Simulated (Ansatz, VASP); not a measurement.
# Si2GeC3: VASP beside Ansatz

```
CELL_PARAMETERS angstrom
4.61814 0.00000 0.00000
-2.30907 3.99943 0.00000
0.00000 0.00000 6.05937
ATOMIC_POSITIONS crystal
Si 0.33333 0.66667 0.50000
Si 0.66667 0.33333 0.50000
Ge 0.00000 0.00000 0.00000
C 0.00000 0.00000 0.71443
C 0.00000 0.00000 0.28557
C 0.00000 0.00000 0.50000
```

Alike in both runs: functional PBE; k mesh 12 × 12 × 6; occupations gaussian, width 0.1 eV; no spin polarisation.

Ansatz relaxed the structure, and its values are those at the end. VASP's run is a single point on that final structure, the one shown.

|  | VASP | Ansatz |
| --- | --- | --- |
| version | VASP 6.6.1 | Ansatz 0.2.0 |
| potentials or method | VASP PAW PBE potentials, release 64 (Si, Ge_d, C), cutoff 520 eV | scalar-relativistic, plane waves, PAW |
| valence electrons in the cell | 34 | 34 |

VASP gave:

```
gap on the k mesh at the Fermi level (eV) : none
pressure (GPa)                            : -0.3
rms of the force components (eV/Å)        : 0.049
```

Task: What did Ansatz give for the same quantities?

Result: gap on the k mesh at the Fermi level (eV): none; pressure (GPa): 0.0; rms of the force components (eV/Å): 0.000.

A gap of «none» marks a metal or a gap that the smearing closes. The functional is the same, so the differences come from potentials, cutoffs and numerics.
